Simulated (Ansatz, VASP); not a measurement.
# GaN: VASP beside Ansatz

```xyz
4
Lattice="3.1800 0.0000 0.0000 -1.5900 2.7540 0.0000 0.0000 0.0000 5.1660" Properties=species:S:1:pos:R:3 pbc="T T T"
Ga    0.0000    1.8360    0.0000
Ga    1.5900    0.9180    2.5830
N     0.0000    1.8360    1.9373
N     1.5900    0.9180    4.5203
```

Alike in both runs: task relaxation of cell and atoms; functional LDA; k mesh 12 × 12 × 6; occupations fermi-dirac, width 0.02 eV; no spin polarisation.

|  | VASP | Ansatz |
| --- | --- | --- |
| version | VASP 6.6.1 | Ansatz 0.2.0 |
| potentials or method | VASP PAW LDA potentials, release 64 (Ga_d, N), cutoff 600 eV | PAW plane waves |
| valence electrons in the cell | 36 | 36 |

Ansatz gave:

- gap on the k mesh at the Fermi level, each at its own relaxed structure (eV): 2.13
- relaxed volume (Å³/atom): 11.05
- relaxed length of the cell vector where the two differ most in proportion (Å): 5.138

Task: Estimate VASP's values.

Result: gap on the k mesh at the Fermi level, each at its own relaxed structure (eV): 2.11; relaxed volume (Å³/atom): 11.11; relaxed length of the cell vector where the two differ most in proportion (Å): 5.148.

Ansatz warns that its potentials were made for another functional, while VASP's fit it. LDA's correlation is that of Perdew and Zunger in VASP and of Perdew and Wang (1992) in Ansatz.
